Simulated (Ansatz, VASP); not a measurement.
## SiC in VASP and in Ansatz

INCAR

```
SYSTEM = SiC
  PREC = Accurate
  ENCUT = 600
  EDIFF = 1E-7
  ISMEAR = 0
  SIGMA = 0.02
  LREAL = .False.
  LASPH = .True.
  NELM = 80
  ALGO = Normal
  ISIF = 3
  LWAVE = .False.
  LCHARG = .False.
  GGA = PE
  IBRION = 2
  NSW = 100
  EDIFFG = -0.005
```

The input KPOINTS:

```
regular mesh
0
Gamma
  12 12 6
  0 0 0
```

The input POSCAR:

```
SiC
1.0
    3.0815710000      0.0000000000      0.0000000000
   -1.5407860000      2.6687190000      0.0000000000
    0.0000000000      0.0000000000      5.0321850000
Si C
2 2
Direct
    0.0000000000      0.0000000000      0.0000000000
    0.3333333300      0.6666666700      0.5000000000
    0.0000000000      0.0000000000      0.3750000000
    0.3333333300      0.6666666700      0.8750000000
```

Input for Ansatz:

```yaml
crystal:
  lattice:
    - [3.081571, 0.0, 0.0]
    - [-1.540786, 2.668719, 0.0]
    - [0.0, 0.0, 5.032185]
  atoms:
    - { symbol: Si, position: [0.0, 0.0, 0.0] }
    - { symbol: C, position: [0.0, 0.0, 0.375] }
    - { symbol: Si, position: [0.33333333, 0.66666667, 0.5] }
    - { symbol: C, position: [0.33333333, 0.66666667, 0.875] }
basis:
  ecutwfc: 420
kpoints:
  mp_grid: { grid: [12, 12, 6] }
hamiltonian:
  xc: pbe
scf:
  occupations: { method: gaussian, width: 0.02 }
output:
  forces: true
  stress: true
  eigenvalues: true
relax:
  adjacent_minimum: "off"
  f_tol: 0.005
  max_steps: 80
  cell: { stress_tol: 0.05 }
```

Alike in both runs: task relaxation of cell and atoms; functional PBE; k mesh 12 × 12 × 6; occupations gaussian, width 0.02 eV; no spin polarisation.

|  | VASP | Ansatz |
| --- | --- | --- |
| version | VASP 6.6.1 | Ansatz 0.2.0 |
| potentials or method | VASP PAW PBE potentials, release 64 (Si, C), cutoff 600 eV | scalar-relativistic, plane waves, PAW |
| valence electrons in the cell | 16 | 16 |

|  | VASP | Ansatz | Ansatz less VASP |
| --- | --- | --- | --- |
| gap on the k mesh at the Fermi level, each at its own relaxed structure (eV) | 2.30 | 2.31 | +0.004 |
| relaxed volume (Å³/atom) | 10.50 | 10.50 | +0.007 |
| relaxed cell length with the largest relative difference (Å) | 3.091 | 3.092 | +0.0008 |
